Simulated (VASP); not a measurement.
Ti: relaxation of the atoms with LDA

Ti, a slab with vacuum:

```
Ti
1.0
     2.82920    0.00000    0.00000
    -1.41460    2.45016    0.00000
     0.00000    0.00000   18.62007
Ti
3
Direct
  0.66667 0.33333 0.37594
  0.33333 0.66667 0.50000
  0.00000 0.00000 0.62406
```

```yaml
Program: VASP 6.6.1
Task: relaxation of the atoms
Functional: LDA
Potentials_or_basis: VASP PAW LDA potentials, release 64 (Ti_sv)
Cutoff: 520 eV
k_mesh: 12 × 12 × 1
Occupations: gaussian, width 0.1 eV
Spin: no spin polarisation
Dipole_correction: yes
Atoms_held_fixed_from_0: "[0]"
Further_INCAR_settings: ALGO = Normal; EDIFF = 1e-06; IBRION = 2; EDIFFG = -0.03; NSW = 70
```

* Energy gained by relaxing: 21.0 meV/atom
* Ionic steps: 9
* Band gap on the k mesh: zero (bands 18 and 19 overlap by 0.93 eV)

Step by step:
| step | energy change (eV) | largest force on free atoms (eV/Å) | pressure (GPa) |
| --- | --- | --- | --- |
| 1 | 0.0000 | 0.4867 | -2.32 |
| 2 | -0.0107 | 0.4208 | -2.17 |
| 3 | -0.0324 | 0.2466 | -1.66 |
| 4 | -0.0146 | 0.8389 | -0.44 |
| 5 | -0.0367 | 0.3767 | -1.36 |
| 6 | -0.0491 | 0.2691 | -1.19 |
| 7 | -0.0626 | 0.0610 | -0.71 |
| 8 | -0.0626 | 0.0608 | -0.72 |
| 9 | -0.0630 | 0.0071 | -0.61 |

Final structure:
```
CELL_PARAMETERS angstrom
2.82920 0.00000 0.00000
-1.41460 2.45016 0.00000
0.00000 0.00000 18.62007
ATOMIC_POSITIONS crystal
Ti 0.66667 0.33333 0.37594
Ti 0.33333 0.66667 0.49351
Ti 0.00000 0.00000 0.61118
```

Levels at points of the mesh, in eV from the Fermi level:
```tsv
k point	band 16	band 17	band 18	band 19	band 20	band 21
(0.00, 0.00, 0.00)	-0.12	-0.08	0.68	0.68	0.92	0.93
(0.50, 0.00, 0.00)	-1.77	-0.94	0.40	0.66	0.87	1.32
```

Wall time 4.1 min on 1 thread of Intel(R) Xeon(R) 6975P-C (Granite Rapids), with other jobs on the host, peak memory 0.22 GiB.
